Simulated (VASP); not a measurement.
Wanted: the native input for a VASP 6.6.1 run.

| Item | Value |
| --- | --- |
| Task | single point |
| Functional | PBE |
| Potentials or basis | VASP PAW PBE potentials, release 64 (Pt, H) |
| Cutoff | 520 eV |
| k mesh | 6 × 6 × 1 |
| Occupations | gaussian, width 0.1 eV |
| Spin | no spin polarisation |
| Dipole correction | yes |
| Further INCAR settings | ALGO = Normal; EDIFF = 1e-07; NBANDS = 74 |

The structure of HPt6 lies in POSCAR:

```
HPt6
1.0
    5.6143281343      0.0000000000      0.0000000000
   -2.8071640672      4.8621507895      0.0000000000
    0.0000000000      0.0000000000     22.6192653717
Pt H
12 2
Direct
    0.3333333333      0.1666666667      0.1768404028
    0.3333333333      0.6666666667      0.1768404028
    0.8333333333      0.1666666667      0.1768404028
    0.8333333333      0.6666666667      0.1768404028
    0.1666666667      0.3333333333      0.2789526245
    0.1666666667      0.8333333333      0.2789526245
    0.6666666667      0.3333333333      0.2789526245
    0.6666666667      0.8333333333      0.2789526245
    0.0000000000      0.0000000000      0.3810585901
    0.0000000000      0.5000000000      0.3810585901
    0.5000000000      0.0000000000      0.3810585901
    0.5000000000      0.5000000000      0.3810585901
    0.1731307263      0.3462614525      0.4575420643
    0.3268692737      0.6537385475      0.4575420643
```

The input as run:

INCAR

```
SYSTEM = HPt6
PREC = Accurate
ENCUT = 520
EDIFF = 1E-7
ISMEAR = 0
SIGMA = 0.1
LREAL = .FALSE.
LASPH = .TRUE.
NELM = 80
ALGO = Normal
ISIF = 2
LWAVE = .FALSE.
LCHARG = .TRUE.
LDIPOL = .TRUE.
IDIPOL = 3
DIPOL = 0.5 0.5 0.304
GGA = PE
LELF = .TRUE.
LVHAR = .TRUE.
LVACPOTAV = .TRUE.
NBANDS = 74
```

KPOINTS

```
regular mesh
0
G
  6 6 1
  0 0 0
```

Potentials or basis: VASP PAW PBE potentials, release 64 (Pt, H).

Run with:

```bash
$ cat potpaw_PBE.64/Pt/POTCAR potpaw_PBE.64/H/POTCAR > POTCAR
$ mpirun -np 1 vasp_std > vasp.out
```

It gave:

```yaml
Largest_force: 1.676 eV/Å
Band_gap_on_the_k_mesh: zero (bands 61 and 62 overlap by 0.75 eV)
```

Caveat: spin-orbit coupling is left out, which moves the levels of the heavy elements.

It took 61 min on 1 thread of Intel Xeon 8259CL (shared host), peak memory 0.88 GiB.
